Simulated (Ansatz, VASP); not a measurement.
**Cu in VASP and in Ansatz**

```
Cu
1.0
     0.00000    1.80750    1.83461
     1.80750    0.00000    1.83461
     1.80750    1.80750    0.00000
Cu
1
Direct
  0.00000 0.00000 0.00000
```

Change from the starting cell: strain +0.000 along x and y, +0.015 along z, atoms carried along.

Alike in both runs: task single point; functional r2SCAN; k mesh 22 × 22 × 22; occupations gaussian, width 0.15 eV; no spin polarisation.

|  | VASP | Ansatz |
| --- | --- | --- |
| version | VASP 6.6.1 | Ansatz 0.2.0 |
| potentials or method | VASP PAW PBE potentials, release 64 (Cu), cutoff 520 eV | scalar-relativistic, plane waves, PAW |
| valence electrons in the cell | 11 | 19 |

```tsv
	VASP	Ansatz	Ansatz less VASP
gap on the k mesh at the Fermi level (eV)	none	none	-
pressure (GPa)	-6.2	-6.8	-0.58
traceless stress, the component that is largest in VASP (GPa)	-0.57	-0.56	+0.009
```

VASP's potentials were made for PBE, not for r2SCAN. A gap of «none» marks a metal or a gap that the smearing closes. VASP's potentials hold 11 valence electrons a cell and Ansatz's 19, so a difference there can come from the potentials and not from the codes.
